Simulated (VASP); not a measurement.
# Cu (I4/mmm) in VASP: a series of runs

Runs on Cu. Level: PBEsol. Tasks: single point.

Program: VASP 6.6.1. These are calculated values, not measurements. Logs are shortened: lines on timing, memory, paths and dates and some standing lists are left out, and cuts for length are marked.

## (1) The cell of the first run

It takes space group I4/mmm (No. 139, tetragonal). Conventional cell: a = 2.558 Å, b = 2.558 Å, c = 3.350 Å, α = 90.00°, β = 90.00°, γ = 90.00°. Within 3.3 Å of Cu (site symmetry 4/mmm) lie 12 Cu at 2.46 to 2.56 Å.

## (2) Single point, PBEsol (uniaxial strain along c: -6.0 %)

INCAR

```
SYSTEM = Cu
PREC     = Accurate       ! precision mode
ENCUT    = 520            ! plane-wave cutoff, eV
EDIFF    = 1E-6           ! SCF threshold, eV
ISMEAR   = 0              ! smearing method
SIGMA    = 0.1            ! smearing width, eV
LREAL    = .FALSE.        ! projectors in reciprocal space
LASPH    = .TRUE.         ! aspherical terms in the spheres
NELM     = 60             ! most SCF steps
ALGO     = Fast           ! electronic algorithm
ISIF     = 2              ! what is computed and relaxed
LWAVE    = .FALSE.        ! write WAVECAR
LCHARG   = .TRUE.         ! write CHGCAR
GGA      = PS             ! functional
LELF     = .TRUE.         ! ELF
LVHAR    = .TRUE.       
NBANDS   = 18             ! bands
```

KPOINTS

```
regular mesh
0
G
  20 20 14
  0 0 0
```

POSCAR

```
Cu
1.0
    1.8084317823      1.8084317823      0.0000000000
   -1.8084317823      1.8084317823      0.0000000000
    0.0000000000      0.0000000000      3.3496076361
Cu
2
Direct
    0.0000000000      0.0000000000      0.0000000000
    0.5000000000      0.5000000000      0.5000000000
```

Potentials or basis: VASP PAW PBE potentials, release 64 (Cu).

Started as:

```
cat potpaw_PBE.64/Cu/POTCAR > POTCAR
mpirun -np 1 vasp_std > vasp.out
```

OUTCAR:

```text
SYSTEM = Cu
   PREC = Accurate
   ENCUT = 520
   EDIFF = 1E-6
   ISMEAR = 0
   LREAL = .FALSE.
   LASPH = .TRUE.
   NELM = 60
   ISIF = 2
   GGA = PS

 ion  position               nearest neighbor table
   1  0.000  0.000  0.000-   2 2.46   2 2.46   2 2.46   2 2.46   2 2.46   2 2.46   2 2.46   2 2.46

   2  0.500  0.500  0.500-   1 2.46   1 2.46   1 2.46   1 2.46   1 2.46   1 2.46   1 2.46   1 2.46

  LATTYP: Found a simple tetragonal cell.
 ALAT       =     2.5575087532
 C/A-ratio  =     1.3097150232

  Lattice vectors:

 A1 = (   1.8084317823,   1.8084317823,   0.0000000000)
 A2 = (  -1.8084317823,   1.8084317823,   0.0000000000)
 A3 = (   0.0000000000,   0.0000000000,   3.3496076361)

Analysis of symmetry for initial positions (statically):
=====================================================================
 Subroutine PRICEL returns following result:

  LATTYP: Found a body centered tetragonal cell.
 ALAT       =     2.5575087532
 C/A-ratio  =     1.3097150232

  Lattice vectors:

 A1 = (   0.0000000000,  -1.8084317823,  -1.6748038181)
 A2 = (   0.0000000000,   1.8084317823,  -1.6748038180)
 A3 = (   1.8084317823,   0.0000000000,   1.6748038181)

   2 primitive cells build up your supercell.

 Routine SETGRP: Setting up the symmetry group for a
 simple tetragonal supercell.

 Subroutine GETGRP returns: Found 16 space group operations
 (whereof 16 operations were pure point group operations)
 out of a pool of 16 trial point group operations.

The static configuration has the point symmetry D_4h.

Analysis of symmetry for dynamics (positions and initial velocities):
=====================================================================
 Subroutine PRICEL returns following result:

  LATTYP: Found a body centered tetragonal cell.
 ALAT       =     2.5575087532
 C/A-ratio  =     1.3097150232

  Lattice vectors:

 A1 = (   0.0000000000,  -1.8084317823,  -1.6748038181)
 A2 = (   0.0000000000,   1.8084317823,  -1.6748038180)
 A3 = (   1.8084317823,   0.0000000000,   1.6748038181)

   2 primitive cells build up your supercell.

 Routine SETGRP: Setting up the symmetry group for a
 simple tetragonal supercell.

 Subroutine GETGRP returns: Found 16 space group operations
 (whereof 16 operations were pure point group operations)
 out of a pool of 16 trial point group operations.

The dynamic configuration has the point symmetry D_4h.

 Subroutine INISYM returns: Found 16 space group operations
 (whereof 16 operations are pure point group operations),
 and found     2 'primitive' translations

----------------------------------------------------------------------------------------

                                     Primitive cell

  volume of cell :      10.9546

  direct lattice vectors                    reciprocal lattice vectors
     0.000000000 -1.808431782 -1.674803818     0.276482644 -0.276482644 -0.298542429
     0.000000000  1.808431782 -1.674803818     0.276482644  0.276482644 -0.298542429
     1.808431782  0.000000000  1.674803818     0.552965287  0.000000000  0.000000000

  length of vectors
     2.464831301  2.464831301  2.464831301     0.491948053  0.491948053  0.552965287

  position of ions in fractional coordinates (direct lattice)
     0.000000000  0.000000000  0.000000000

  ion indices of the primitive-cell ions
   primitive index   ion index
                 1           1

----------------------------------------------------------------------------------------

 KPOINTS: regular mesh

Automatic generation of k-mesh.
 Grid dimensions read from file:
 generate k-points for:   20   20   14

 Generating k-lattice:

  Cartesian coordinates                     Fractional coordinates (reciprocal lattice)
     0.013824132  0.013824132  0.000000000     0.050000000  0.000000000  0.000000000
    -0.013824132  0.013824132  0.000000000     0.000000000  0.050000000  0.000000000
     0.000000000  0.000000000  0.021324459     0.000000000  0.000000000  0.071428571

  Length of vectors
     0.019550275  0.019550275  0.021324459

  Shift w.r.t. Gamma in fractional coordinates (k-lattice)
     0.000000000  0.000000000  0.000000000

 Subroutine IBZKPT returns following result:
 ===========================================

 Found    528 irreducible k-points:

 Following reciprocal coordinates:
            Coordinates               Weight
  0.000000  0.000000  0.000000      1.000000
  0.050000  0.000000  0.000000      4.000000
  0.100000  0.000000  0.000000      4.000000
  0.150000  0.000000  0.000000      4.000000
  0.200000  0.000000  0.000000      4.000000
  0.250000  0.000000  0.000000      4.000000
[... 16 lines left out ...]
  0.150000  0.100000  0.000000      8.000000
  0.200000  0.100000  0.000000      8.000000
 [... further k-points ...]
   k-points           NKPTS =    528   k-points in BZ     NKDIM =    528   number of bands    NBANDS=     18
   number of dos      NEDOS =    301   number of ions     NIONS =      2
   total plane-waves  NPLWV =  11200
   dimension x,y,z NGX =    20 NGY =   20 NGZ =   28
   dimension x,y,z NGXF=    40 NGYF=   40 NGZF=   56
   ions per type =               2
   NGX,Y,Z   is equivalent  to a cutoff of  13.00, 13.00, 13.90 a.u.
   NGXF,Y,Z  is equivalent  to a cutoff of  26.00, 26.00, 27.79 a.u.
 SYSTEM =  Cu
   PREC   = accura    normal or accurate (medium, high low for compatibility)
   ISTART =      0    job   : 0-new  1-cont  2-samecut
   ICHARG =      2    charge: 1-file 2-atom 10-const
   ISPIN  =      1    spin polarized calculation?
   LNONCOLLINEAR =      F non collinear calculations
   LSORBIT =      F    spin-orbit coupling
   LASPH  =      T    aspherical Exc in radial PAW
   ENCUT  =  520.0 eV  38.22 Ry    6.18 a.u.   4.76  4.76  6.23*2*pi/ulx,y,z
   NELM   =     60;   NELMIN=  2; NELMDL= -5     # of ELM steps
   EDIFF  = 0.1E-05   stopping-criterion for ELM
   LREAL  =      F    real-space projection
   EDIFFG = 0.1E-04   stopping-criterion for IOM
   NSW    =      0    number of steps for IOM
   IBRION =     -1    ionic relax: 0-MD 1-quasi-New 2-CG
   NFREE  =      0    steps in history (QN), initial steepest desc. (CG)
   ISIF   =      2    stress and relaxation
   ISYM   =      2    0-nonsym 1-usesym 2-fastsym
   POTIM  = 0.5000    time-step for ionic-motion
   TEBEG  =    0.0;   TEEND  =   0.0 temperature during run
   PSTRESS=    0.0 pullay stress
   NELECT =      22.0000    total number of electrons
   NUPDOWN=      -1.0000    fix difference up-down
   EMIN   =  10.00;   EMAX   =-10.00  energy-range for DOS
   EFERMI =   0.00;   METHOD = LEGACY
   ISMEAR =     0;   SIGMA  =   0.10  broadening in eV -4-tet -1-fermi 0-gaus
   EFERMI_NEDOS =   21; number of points for ismear=-14 and -15
   IALGO  =     68    algorithm
   IMIX   =      4    mixing-type and parameters
     AMIX     =   0.40;   BMIX     =  1.00
     AMIX_MAG =   1.60;   BMIX_MAG =  1.00
  volume/ion in A,a.u.               =      10.95        73.93
  Fermi-wavevector in a.u.,A,eV,Ry     =   1.639355  3.097932 36.565448  2.687485
  Thomas-Fermi vector in A             =   2.730174
   LORBIT       =      0    0 simple, 1 ext, 2 COOP (PROOUT), +10 PAW based schemes
   GGA     = PS    functional components
   LHFCALC =     F    Hartree Fock is set to
   AEXX    =    0.0000 exact exchange contribution
   IVDW    =     0    specifies the selected vdW correction
   LEPSILON=     F    determine dielectric tensor
   LRPA    =     F    only Hartree local field effects (RPA)
 non-spin polarized calculation
 RMM-DIIS sequential band-by-band and
 Gauss-broadening in eV      SIGMA  =   0.10
  energy-cutoff  :      520.00
  volume of cell :       21.91
 maximum number of plane-waves:       609
 NGX is ok and might be reduce to    20
   NGX =  9   NGY =  9   NGZ = 13

 number of electron      21.9999949 magnetization

 Free energy of the ion-electron system (eV)
  ---------------------------------------------------
  ext. energy  EPLUGINS =         0.00000000
  ---------------------------------------------------
  free energy    TOTEN  =        -8.58833983 eV

  energy without entropy =       -8.58534688  energy(sigma->0) =       -8.58684335

 E-fermi :   8.4023     XC(G=0): -13.3532

 val. band max:        8.3988163653   @ k =   0.4500   0.3500   0.1429
 cond. band min:       8.4133710753   @ k =   0.4000   0.2500   0.3571
 fundamental gap:      0.0145547099
 Fermi energy:         8.4023487467

 k-point     1 :       0.0000    0.0000    0.0000
  band No.  band energies     occupation
      1      -1.6110      2.00000
      2       3.0751      2.00000
      3       3.4823      2.00000
      4       4.9801      2.00000
      5       4.9801      2.00000
      6       5.3659      2.00000
[... 10 lines left out ...]
     17      28.7445      0.00000
     18      31.6703      0.00000

 k-point     2 :       0.0500    0.0000    0.0000
  band No.  band energies     occupation
      1      -1.5500      2.00000
      2       3.1028      2.00000
      3       3.5002      2.00000
      4       4.9685      2.00000
      5       4.9924      2.00000
      6       5.3782      2.00000
[... 10 lines left out ...]
     17      29.1383      0.00000
     18      31.4697      0.00000

 k-point     3 :       0.1000    0.0000    0.0000
  band No.  band energies     occupation
      1      -1.3679      2.00000
      2       3.1839      2.00000
      3       3.5520      2.00000
      4       4.9347      2.00000
      5       5.0289      2.00000
      6       5.4117      2.00000
[... 10 lines left out ...]
     17      30.3810      0.00000
     18      30.7111      0.00000

 k-point     4 :       0.1500    0.0000    0.0000
  band No.  band energies     occupation
      1      -1.0679      2.00000
      2       3.3122      2.00000
      3       3.6324      2.00000
      4       4.8832      2.00000
      5       5.0885      2.00000
      6       5.4543      2.00000
[... 375 lines left out ...]
      4       4.8371      2.00000
      5       5.1303      2.00000
      6       5.4657      2.00000
[... 10 lines left out ...]
     17      30.6321      0.00000
     18      31.2447      0.00000

 k-point    23 :       0.1500    0.1000    0.0000
  band No.  band energies     occupation
      1      -0.8308      2.00000
      2       3.3993      2.00000
      3       3.7148      2.00000
      4       4.7648      2.00000
      5       5.2113      2.00000
      6       5.5157      2.00000
[... 10 lines left out ...]
     17      29.6643      0.00000
     18      30.3624      0.00000

 k-point    24 :       0.2000    0.1000    0.0000
  band No.  band energies     occupation
      1      -0.4243      2.00000
      2       3.5475      2.00000
      3       3.8220      2.00000
      4       4.6882      2.00000
      5       5.3066      2.00000
      6       5.5138      2.00000
[... 10 lines left out ...]
     17      28.7729      0.00000
     18      29.6980      0.00000

 [... further k-points ...]
[... 5 lines left out ...]
  --------------------------------------------------------------------------------------
  -------------------------------------------------------------------------------------
  Total        0.8849704      0.8849704      1.3728948      0.0000000     -0.0000000      0.0000000
  in kB       64.7159220     64.7159220    100.3967476      0.0000000     -0.0000000      0.0000000
  external PRESSURE =      76.6095305 kB  Pullay stress =       0.0000000 kB

 VOLUME and BASIS-vectors are now :
 -----------------------------------------------------------------------------
  energy-cutoff  :      520.00
  volume of cell :       21.91
      direct lattice vectors                 reciprocal lattice vectors
     1.808431782  1.808431782  0.000000000     0.276482644  0.276482644  0.000000000
    -1.808431782  1.808431782  0.000000000    -0.276482644  0.276482644  0.000000000
     0.000000000  0.000000000  3.349607636     0.000000000  0.000000000  0.298542429

 POSITION                                       TOTAL-FORCE (eV/Angst)
 -----------------------------------------------------------------------------------
      0.00000      0.00000      0.00000         0.000000     -0.000000     -0.000000
      0.00000      1.80843      1.67480        -0.000000      0.000000      0.000000
 -----------------------------------------------------------------------------------
    total drift:                               -0.000000      0.000000      0.000000

  FREE ENERGIE OF THE ION-ELECTRON SYSTEM (eV)
  ---------------------------------------------------
  free  energy   TOTEN  =        -8.5883398262 eV

  energy  without entropy=       -8.5853468798  energy(sigma->0) =       -8.58684335
```

Wall time 76 s (1 thread of Intel Xeon 6975P-C (Granite Rapids), shared host); peak memory 0.27 GiB.

What came out:

```
Free energy            : -8.5883 eV
Pressure               : 7.7 GPa
Band gap on the k mesh : zero (band 11 reaches 14.81 eV, above the bottom of band 12 at 6.22 eV)
```

Stress tensor (GPa, compression positive):
```
 6.47  0.00  0.00
 0.00  6.47  0.00
 0.00  0.00 10.04
```

Caveat: the cell differs from its parent crystal (uniaxial strain along c: -6.0 %); the PAW data sets were made with another functional, which shifts forces and pressure a little.

## (3) Single point, PBEsol (uniaxial strain along c: -4.0 %)

INCAR

```
SYSTEM = Cu
  ALGO = Fast
  EDIFF = 1E-7
  ENCUT = 520
  GGA = PS
  ISIF = 2
  ISMEAR = 0
  LASPH = .True.
  LCHARG = .False.
  LREAL = .False.
  LWAVE = .False.
  NBANDS = 18
  NELM = 100
  PREC = Accurate
  SIGMA = 0.1
```

KPOINTS

```
k-points
0
Gamma
  20 20 14
  0 0 0
```

POSCAR

```
Cu
1.0
    1.7995232513      1.7995232513      0.0000000000
   -1.7995232513      1.7995232513      0.0000000000
    0.0000000000      0.0000000000      3.4208758837
Cu
2
Direct
    0.0000000000      0.0000000000      0.0000000000
    0.5000000000      0.5000000000      0.5000000000
```

Potentials or basis: VASP PAW PBE potentials, release 64 (Cu).

Started as:

```
cat potpaw_PBE.64/Cu/POTCAR > POTCAR
mpirun -np 1 vasp_std > vasp.out
```

It took 98 s on 1 thread of Intel Xeon 6975P-C (Granite Rapids), shared host; peak memory 0.27 GiB.

The run converged. Its results:

```yaml
Free_energy: -8.6047 eV
Pressure: 4.4 GPa
Band_gap_on_the_k_mesh: zero (band 11 reaches 14.62 eV, above the bottom of band 12 at 6.13 eV)
```

Stress tensor (GPa, compression positive):
```
3.46 0.00 0.00
0.00 3.46 0.00
0.00 0.00 6.16
```

Levels at points of the mesh, in eV from the Fermi level:
```csv
k point,band 9,band 10,band 11,band 12,band 13,band 14
"(0.00, 0.00, 0.00)",-1.73,-1.55,-1.55,2.18,8.47,12.69
"(0.50, 0.00, 0.00)",-2.40,-2.40,-0.47,-0.47,10.59,10.59
"(0.50, 0.50, 0.00)",-1.48,-1.48,1.01,1.01,7.08,7.08
"(0.00, 0.00, 0.50)",-2.60,-2.60,-2.11,-2.11,17.25,17.25
"(0.50, 0.00, 0.50)",-1.66,-1.66,-1.25,-1.25,4.06,4.06
"(0.50, 0.50, 0.50)",-1.65,-1.65,6.37,6.37,6.37,6.37
```

Caveat: the cell differs from its parent crystal (uniaxial strain along c: -4.0 %); the PAW data sets were made with another functional, which shifts forces and pressure a little.

## (4) Single point, PBEsol (uniaxial strain along c: -4.0 %, then relaxed in part)

INCAR

```
PREC     = Accurate       # precision mode
ENCUT    = 520            # plane-wave cutoff, eV
EDIFF    = 1E-6           # SCF threshold, eV
ISMEAR   = 0              # smearing method
SIGMA    = 0.1            # smearing width, eV
LREAL    = False          # projectors in reciprocal space
LASPH    = True           # aspherical terms in the spheres
NELM     = 60             # most SCF steps
ALGO     = Fast           # electronic algorithm
ISIF     = 2              # what is computed and relaxed
LWAVE    = False          # write WAVECAR
LCHARG   = False          # write CHGCAR
GGA      = PS             # functional
NBANDS   = 18             # bands
```

KPOINTS

```
regular mesh
0
Gamma
  20 20 14
```

POSCAR

```
Cu
1.0
    1.8139488346      1.8139488346      0.0000000000
   -1.8139488346      1.8139488346      0.0000000000
    0.0000000000      0.0000000000      3.4208758837
Cu
2
Direct
    0.0000000000      0.0000000000      0.0000000000
    0.5000000000      0.5000000000      0.5000000000
```

Started as:

```
cat potpaw_PBE.64/Cu/POTCAR > POTCAR
mpirun -np 1 vasp_std > vasp.out
```

Run time: 74 s. Hardware: 1 thread of Intel Xeon 6975P-C (Granite Rapids), shared host; peak memory 0.27 GiB.

Results (log left out):

| Item | Value |
| --- | --- |
| Free energy | -8.6097 eV |
| Pressure | 2.3 GPa |
| Band gap on the k mesh | zero (band 11 reaches 14.34 eV, above the bottom of band 12 at 5.94 eV) |

Stress tensor (GPa, compression positive):
```
1.33 0.00 0.00
0.00 1.33 0.00
0.00 0.00 4.20
```

Levels at points of the mesh, in eV from the Fermi level:
```tsv
k point	band 8	band 9	band 10	band 11	band 12	band 13	band 14	band 15
(0.00, 0.00, 0.00)	-2.17	-1.72	-1.53	-1.53	2.31	8.49	12.45	12.45
(0.50, 0.00, 0.00)	-2.71	-2.37	-2.37	-0.50	-0.50	10.57	10.57	12.09
(0.50, 0.50, 0.00)	-1.65	-1.46	-1.46	0.97	0.97	6.89	6.89	13.88
(0.00, 0.00, 0.50)	-2.57	-2.57	-2.57	-2.10	-2.10	16.99	16.99	16.99
(0.50, 0.00, 0.50)	-1.76	-1.63	-1.63	-1.19	-1.19	3.98	3.98	20.92
(0.50, 0.50, 0.50)	-2.32	-1.65	-1.65	6.31	6.31	6.31	6.31	8.16
```

Caveat: the cell differs from its parent crystal (uniaxial strain along c: -4.0 %, then relaxed in part); the PAW data sets were made with another functional, which shifts forces and pressure a little.

## (5) Single point, PBEsol (uniaxial strain along c: -6.0 %, then relaxed in part)

INCAR

```
SYSTEM = Cu
PREC = Accurate ; ENCUT = 520
EDIFF = 1E-7 ; ISMEAR = 0
SIGMA = 0.1 ; LREAL = .False.
LASPH = .True. ; NELM = 100
ALGO = Fast ; ISIF = 2
LWAVE = .False. ; LCHARG = .False.
GGA = PS ; NBANDS = 18
```

KPOINTS

```
Automatic mesh
0
Gamma
  20 20 14
  0 0 0
```

POSCAR

```
Cu
1.0
    1.8320562974      1.8320562974      0.0000000000
   -1.8320562974      1.8320562974      0.0000000000
    0.0000000000      0.0000000000      3.3496076361
Cu
2
Direct
    0.0000000000      0.0000000000      0.0000000000
    0.5000000000      0.5000000000      0.5000000000
```

Started as:

```
cat potpaw_PBE.64/Cu/POTCAR > POTCAR
mpirun -np 1 vasp_std > vasp.out
```

Run time: 92 s. Hardware: 1 thread of Intel Xeon 6975P-C (Granite Rapids), shared host; peak memory 0.28 GiB.

Results (log left out):

- Free energy: -8.5998 eV
- Pressure: 2.0 GPa
- Band gap on the k mesh: zero (band 11 reaches 14.36 eV, above the bottom of band 12 at 5.91 eV)

Stress tensor (GPa, compression positive):
```
0.72 0.00 0.00
0.00 0.72 0.00
0.00 0.00 4.45
```

Levels at points of the mesh, in eV from the Fermi level:
```tsv
k point	band 7	band 8	band 9	band 10	band 11	band 12	band 13	band 14	band 15	band 16
(0.00, 0.00, 0.00)	-2.57	-2.13	-1.73	-1.54	-1.54	2.83	9.08	11.96	11.96	16.86
(0.50, 0.00, 0.00)	-2.75	-2.75	-2.41	-2.41	-0.61	-0.61	10.92	10.92	12.56	12.56
(0.50, 0.50, 0.00)	-1.71	-1.71	-1.44	-1.44	0.75	0.75	6.62	6.62	14.19	14.19
(0.00, 0.00, 0.50)	-2.62	-2.62	-2.52	-2.52	-2.15	-2.15	16.71	16.71	16.71	16.71
(0.50, 0.00, 0.50)	-1.81	-1.81	-1.61	-1.61	-1.19	-1.19	4.00	4.00	20.55	20.55
(0.50, 0.50, 0.50)	-2.32	-2.32	-1.71	-1.71	6.30	6.30	6.30	6.30	7.97	7.97
```

Caveat: the cell differs from its parent crystal (uniaxial strain along c: -6.0 %, then relaxed in part); the PAW data sets were made with another functional, which shifts forces and pressure a little.

(Part 1 of 2 ends here.)
